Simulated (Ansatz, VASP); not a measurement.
## One calculation of Na, two programs

```
Na
1.0
     2.98722    1.72467    1.21829
    -2.98722    1.72467    1.21829
     0.00000   -3.44935    1.21829
Na
1
Direct
  0.50000 0.50000 0.50000
```

Alike in both runs: functional r2SCAN; k mesh 18 × 18 × 18; occupations gaussian, width 0.1 eV; no spin polarisation.

Ansatz relaxed the structure, and its values are those at the end. VASP's run is a single point on that final structure, the one shown.

|  | VASP | Ansatz |
| --- | --- | --- |
| version | VASP 6.6.1 | Ansatz 0.2.0 |
| potentials or method | VASP PAW PBE potentials, release 64 (Na_pv), cutoff 520 eV | scalar-relativistic, plane waves, PAW |
| valence electrons in the cell | 7 | 9 |

|  | VASP | Ansatz | Ansatz less VASP |
| --- | --- | --- | --- |
| gap on the k mesh at the Fermi level (eV) | none | none | - |
| pressure (GPa) | 0.1 | 0.0 | -0.10 |

VASP's potentials were made for PBE, not for r2SCAN. A gap of «none» marks a metal or a gap that the smearing closes. VASP's potentials hold 7 valence electrons a cell and Ansatz's 9, so a difference there can come from the potentials and not from the codes.
